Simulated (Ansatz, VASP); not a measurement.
**Two plane-wave programs on Ti**

File INCAR:

```
PREC = Accurate
ENCUT = 520
EDIFF = 1E-7
ISMEAR = 0
SIGMA = 0.15
LREAL = False
LASPH = True
NELM = 80
ALGO = Fast
ISIF = 2
LWAVE = False
LCHARG = True
GGA = PS
LELF = True
LVHAR = True
NBANDS = 12
```

Contents of KPOINTS:

```
regular mesh
0
Gamma
  22 22 22
```

POSCAR

```
Ti
1.0
   -1.4781091894      1.4781091894      1.9930824310
    1.4781091894     -1.4781091894      1.9930824310
    1.4781091894      1.4781091894     -1.9930824310
Ti
1
Direct
    0.0000000000      0.0000000000      0.0000000000
```

Input for Ansatz:

```yaml
crystal:
  lattice:
    - [-1.4781091894, 1.4781091894, 1.993082431]
    - [1.4781091894, -1.4781091894, 1.993082431]
    - [1.4781091894, 1.4781091894, -1.993082431]
  atoms:
    - { symbol: Ti, position: [0.0, 0.0, 0.0] }
basis:
  ecutwfc: 520.0
kpoints:
  mp_grid: { grid: [22, 22, 22] }
hamiltonian:
  xc: pbesol
  pseudopotentials: { kind: paw, azcp: { folder: soft_1 } }
scf:
  occupations: { method: gaussian, width: 0.15 }
output:
  forces: true
  stress: true
  eigenvalues: true
```

Alike in both runs: task single point; functional PBEsol; k mesh 22 × 22 × 22; occupations gaussian, width 0.15 eV; no spin polarisation.

|  | VASP | Ansatz |
| --- | --- | --- |
| version | VASP 6.6.1 | Ansatz 0.2.0 |
| potentials or method | VASP PAW PBE potentials, release 64 (Ti_sv), cutoff 520 eV | scalar-relativistic, plane waves, PAW |
| valence electrons in the cell | 12 | 12 |

|  | VASP | Ansatz | Ansatz less VASP |
| --- | --- | --- | --- |
| gap on the k mesh at the Fermi level (eV) | none | none | - |
| pressure (GPa) | -4.8 | -4.6 | +0.19 |
| traceless stress, the component that is largest in VASP (GPa) | 1.05 | 1.05 | -0.007 |

VASP's potentials were made for PBE, not for PBEsol, and Ansatz warns of the same on its side. A gap of «none» marks a metal or a gap that the smearing closes.
